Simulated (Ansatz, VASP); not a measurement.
One calculation of Se, two programs

File POSCAR:

```
Se
1.0
    3.7412557947      0.0000000000      0.0000000000
   -1.8706278974      3.2400225602      0.0000000000
    0.0000000000      0.0000000000      3.9291419563
Se
2
Direct
    0.3333333333      0.6666666667      0.2500000000
    0.6666666667      0.3333333333      0.7500000000
```

Contents of INCAR.step1:

```
SYSTEM = Se
  ALGO = Normal
  EDIFF = 1E-4
  ENCUT = 520
  GGA = PE
  ISMEAR = -1
  LASPH = .TRUE.
  LCHARG = .FALSE.
  LREAL = .FALSE.
  LWAVE = .TRUE.
  NBANDS = 13
  NELM = 60
  PREC = Accurate
  SIGMA = 0.1
```

File INCAR.step2:

```
SYSTEM = Se
  ALGO = Normal
  EDIFF = 1E-7
  ENCUT = 520
  ISIF = 2
  ISMEAR = -1
  ISTART = 1
  LASPH = .TRUE.
  LCHARG = .TRUE.
  LELF = .TRUE.
  LMIXTAU = .TRUE.
  LREAL = .FALSE.
  LVHAR = .TRUE.
  LWAVE = .FALSE.
  METAGGA = R2SCAN
  NBANDS = 13
  NELM = 60
  PREC = Accurate
  SIGMA = 0.1
```

File KPOINTS:

```
k-points
0
G
  11 11 9
  0 0 0
```

Input for Ansatz:

```yaml
crystal:
  lattice:
    - [3.7412557947, 0.0, 0.0]
    - [-1.8706278974, 3.2400225602, 0.0]
    - [0.0, 0.0, 3.9291419563]
  atoms:
    - { symbol: Se, position: [0.3333333333, 0.6666666667, 0.25] }
    - { symbol: Se, position: [0.6666666667, 0.3333333333, 0.75] }
hamiltonian:
  xc: r2scan
  pseudopotentials:
    kind: paw
    azcp:
      Se: "pseudopotentials/Se.paw.azcp"
basis:
  ecutwfc: 500
  fft_grid_basis: typed
kpoints:
  mp_grid: { grid: [11, 11, 9], shift: [0, 0, 0] }
magnetization:
  spin_polarized: false
scf:
  occupations: { method: fermi_dirac, width: 0.1 }
  lower_state_search: "off"
output:
  stress: true
  write_density: true
  write_potential: true
  elf: true
  volumetric_format: npy
```

Alike in both runs: task single point; functional r2SCAN; k mesh 11 × 11 × 9; occupations fermi-dirac, width 0.1 eV; no spin polarisation.

|  | VASP | Ansatz |
| --- | --- | --- |
| version | VASP 6.6.1 | Ansatz 0.2.0 |
| potentials or method | VASP PAW PBE potentials, release 64 (Se), cutoff 520 eV | plane waves (500 eV) with PAW, scalar-relativistic |
| valence electrons in the cell | 12 | 32 |

Ansatz gave:

```
pressure (GPa)                                                : -4.8
traceless stress, the component that is largest in VASP (GPa) : -1.94
```

Task: What did VASP give for the same quantities?

Result: Pressure (GPa): -4.8; traceless stress, the component that is largest in VASP (GPa): -1.97.

VASP's potentials were made for PBE, not for r2SCAN. With one functional, cell and mesh, what is left measures potentials, basis and numerics. VASP's potentials hold 12 valence electrons a cell and Ansatz's 32, so a difference there can come from the potentials and not from the codes.
